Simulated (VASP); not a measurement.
# C in VASP: single point with PBE+D3(BJ)

Aim: the single point of C with PBE+D3(BJ).

All numbers are computed with VASP 6.6.1; they aren't measurements. Logs are shortened: lines on timing, memory, paths and dates and some standing lists are left out, and cuts for length are marked.

## (1) The cell of the first run

The cell holds a slab with vacuum, 4 atoms: a = 2.466 Å, b = 2.466 Å, c = 17.500 Å, α = 90.00°, β = 90.00°, γ = 120.00°.

## (2) Single point, PBE+D3(BJ)

The input, INCAR:

```
SYSTEM = C
ALGO = Normal ; DIPOL = 0.5 0.5 0.355
EDIFF = 1E-6 ; ENCUT = 520
GGA = PE ; IDIPOL = 3
ISIF = 2 ; ISMEAR = 0
IVDW = 12 ; LASPH = .TRUE.
LCHARG = .FALSE. ; LDIPOL = .TRUE.
LREAL = .FALSE. ; LWAVE = .FALSE.
NBANDS = 16 ; NELM = 100
PREC = Accurate ; SIGMA = 0.1
```

The input, KPOINTS:

```
k-points
0
G
  15 15 1
  0 0 0
```

The input, POSCAR:

```
C
1.0
    2.4656524412      0.0000000000      0.0000000000
   -1.2328262206      2.1353176510      0.0000000000
    0.0000000000      0.0000000000     17.5000663888
C
4
Direct
    0.6666666667      0.3333333333      0.2571437785
    0.3333333333      0.6666666667      0.2571418816
    0.6666666667      0.3333333333      0.4520020789
    0.3333333333      0.6666666667      0.4520001821
```

Potentials or basis: VASP PAW PBE potentials, release 64 (C).

Command:

```sh
> cat potpaw_PBE.64/C/POTCAR > POTCAR
> mpirun -np 1 vasp_std > vasp.out
```

OUTCAR:

```text
SYSTEM = C
   EDIFF = 1E-6
   ENCUT = 520
   GGA = PE
   ISIF = 2
   ISMEAR = 0
   IVDW = 12
   LASPH = .TRUE.
   LREAL = .FALSE.
   NELM = 100
   PREC = Accurate
 IVDW          = 12

 ion  position               nearest neighbor table
   1  0.667  0.333  0.257-   2 1.42   2 1.42   2 1.42
   2  0.333  0.667  0.257-   1 1.42   1 1.42   1 1.42
   3  0.667  0.333  0.452-   4 1.42   4 1.42   4 1.42
   4  0.333  0.667  0.452-   3 1.42   3 1.42   3 1.42

  LATTYP: Found a hexagonal cell.
 ALAT       =     2.4656524412
 C/A-ratio  =     7.0975398221

  Lattice vectors:

 A1 = (   2.4656524412,   0.0000000000,   0.0000000000)
 A2 = (  -1.2328262206,   2.1353176510,   0.0000000000)
 A3 = (   0.0000000000,   0.0000000000,  17.5000663888)

Analysis of symmetry for initial positions (statically):
=====================================================================
 Subroutine PRICEL returns:
 Original cell was already a primitive cell.

 Routine SETGRP: Setting up the symmetry group for a
 hexagonal supercell.

 Subroutine GETGRP returns: Found 24 space group operations
 (whereof 12 operations were pure point group operations)
 out of a pool of 24 trial point group operations.

The static configuration has the point symmetry C_6v.
 The point group associated with its full space group is D_6h.

Analysis of symmetry for dynamics (positions and initial velocities):
=====================================================================
 Subroutine PRICEL returns:
 Original cell was already a primitive cell.

 Routine SETGRP: Setting up the symmetry group for a
 hexagonal supercell.

 Subroutine GETGRP returns: Found 24 space group operations
 (whereof 12 operations were pure point group operations)
 out of a pool of 24 trial point group operations.

The dynamic configuration has the point symmetry C_6v.
 The point group associated with its full space group is D_6h.

 Subroutine INISYM returns: Found 24 space group operations
 (whereof 12 operations are pure point group operations),
 and found     1 'primitive' translations

----------------------------------------------------------------------------------------

                                     Primitive cell

  volume of cell :      92.1370

  direct lattice vectors                    reciprocal lattice vectors
     2.465652441  0.000000000  0.000000000     0.405572166  0.234157199  0.000000000
    -1.232826221  2.135317651  0.000000000     0.000000000  0.468314398  0.000000000
     0.000000000  0.000000000 17.500066389     0.000000000  0.000000000  0.057142640

  length of vectors
     2.465652441  2.465652441 17.500066389     0.468314398  0.468314398  0.057142640

[... 97 lines left out ...]
   EMIN   =  10.00;   EMAX   =-10.00  energy-range for DOS
   EFERMI =   0.00;   METHOD = LEGACY
   ISMEAR =     0;   SIGMA  =   0.10  broadening in eV -4-tet -1-fermi 0-gaus
   EFERMI_NEDOS =   21; number of points for ismear=-14 and -15
   IALGO  =     38    algorithm
   IMIX   =      4    mixing-type and parameters
     AMIX     =   0.40;   BMIX     =  1.00
     AMIX_MAG =   1.60;   BMIX_MAG =  1.00
  volume/ion in A,a.u.               =      23.03       155.44
  Fermi-wavevector in a.u.,A,eV,Ry     =   0.913349  1.725980 11.350070  0.834207
  Thomas-Fermi vector in A             =   2.037850
   LORBIT       =      0    0 simple, 1 ext, 2 COOP (PROOUT), +10 PAW based schemes
   GGA     = PE    functional components
   LHFCALC =     F    Hartree Fock is set to
   AEXX    =    0.0000 exact exchange contribution
   IVDW    =    12    specifies the selected vdW correction
   LEPSILON=     F    determine dielectric tensor
   LRPA    =     F    only Hartree local field effects (RPA)
 non-spin polarized calculation
 Gauss-broadening in eV      SIGMA  =   0.10
  energy-cutoff  :      520.00
  volume of cell :       92.14
 maximum number of plane-waves:      2516
   NGX =  9   NGY =  9   NGZ = 65

 dipolmoment           0.000000      0.000000      0.000052 electrons x Angstroem

 number of electron      15.9999995 magnetization

 dipolmoment           0.000000      0.000000     -0.000130 electrons x Angstroem

 Free energy of the ion-electron system (eV)
  ---------------------------------------------------
  ext. energy  EPLUGINS =         0.00000000
  ---------------------------------------------------
  free energy    TOTEN  =       -36.86040405 eV

  energy without entropy =      -36.86040389  energy(sigma->0) =      -36.86040397

 E-fermi :  -0.8301     XC(G=0):  -4.4402

 val. band max:       -1.1370231638   @ k =   0.3333   0.3333   0.0000
 cond. band min:      -0.5231845763   @ k =   0.3333   0.3333   0.0000
 fundamental gap:      0.6138385874
 Fermi energy:        -0.8301037344

 k-point     1 :       0.0000    0.0000    0.0000
  band No.  band energies     occupation
      1     -20.4182      2.00000
      2     -20.2845      2.00000
      3      -8.8918      2.00000
      4      -7.9879      2.00000
      5      -3.8738      2.00000
      6      -3.8738      2.00000
[... 433 lines left out ...]
      3     -13.5492      2.00000
      4     -13.4706      2.00000
      5      -9.6939      2.00000
      6      -9.6454      2.00000
[... 8 lines left out ...]
     15      10.9884      0.00000
     16      11.2870      0.00000

 [... further k-points ...]

------------------------ aborting loop because EDIFF is reached ----------------------------------------

 vacuum level on the upper side and lower side of the slab       (xc-potential included)        -0.161        -0.157

 Edisp (eV)   -0.47410

 E8    (eV) :    -0.1415

  FORCE on cell =-STRESS in cart. coord.  units (eV):
  Direction    XX          YY          ZZ          XY          YZ          ZX
  --------------------------------------------------------------------------------------
  -------------------------------------------------------------------------------------
  Total       0.07552     0.07552     0.19182     0.00000    -0.00000     0.00000
  in kB       1.31315     1.31315     3.33560     0.00000    -0.00000     0.00000
  external pressure =        1.99 kB  Pullay stress =        0.00 kB

 VOLUME and BASIS-vectors are now :
 -----------------------------------------------------------------------------
  energy-cutoff  :      520.00
  volume of cell :       92.14
      direct lattice vectors                 reciprocal lattice vectors
     2.465652441  0.000000000  0.000000000     0.405572166  0.234157199  0.000000000
    -1.232826221  2.135317651  0.000000000     0.000000000  0.468314398  0.000000000
     0.000000000  0.000000000 17.500066389     0.000000000  0.000000000  0.057142640

 POSITION                                       TOTAL-FORCE (eV/Angst)
 -----------------------------------------------------------------------------------
      1.23283      0.71177      4.50003        -0.000000      0.000000     -0.031861
     -0.00000      1.42355      4.50000         0.000000      0.000000     -0.031861
      1.23283      0.71177      7.91007         0.000000      0.000000      0.031861
     -0.00000      1.42355      7.91003         0.000000      0.000000      0.031861
 -----------------------------------------------------------------------------------
    total drift:                               -0.000000     -0.000000     -0.029647

  FREE ENERGIE OF THE ION-ELECTRON SYSTEM (eV)
  ---------------------------------------------------
  free  energy   TOTEN  =       -37.3345017493 eV

  energy  without entropy=      -37.3345015867  energy(sigma->0) =      -37.33450167

 vacuum level on the upper side and lower side of the slab         3.374         3.379
```

Run time: 31 s. Hardware: 1 thread of AMD EPYC 9R45 (Zen 5), shared host; peak memory 0.18 GiB.

Results:

| Item | Value |
| --- | --- |
| Free energy | -37.3345 eV |
| Largest force | 0.032 eV/Å |
| Dispersion energy per atom | -0.119 eV |

Forces on the atoms (eV/Å):
```
C    0.000  0.000 -0.032
C    0.000  0.000 -0.032
C    0.000  0.000  0.032
C    0.000  0.000  0.032
```
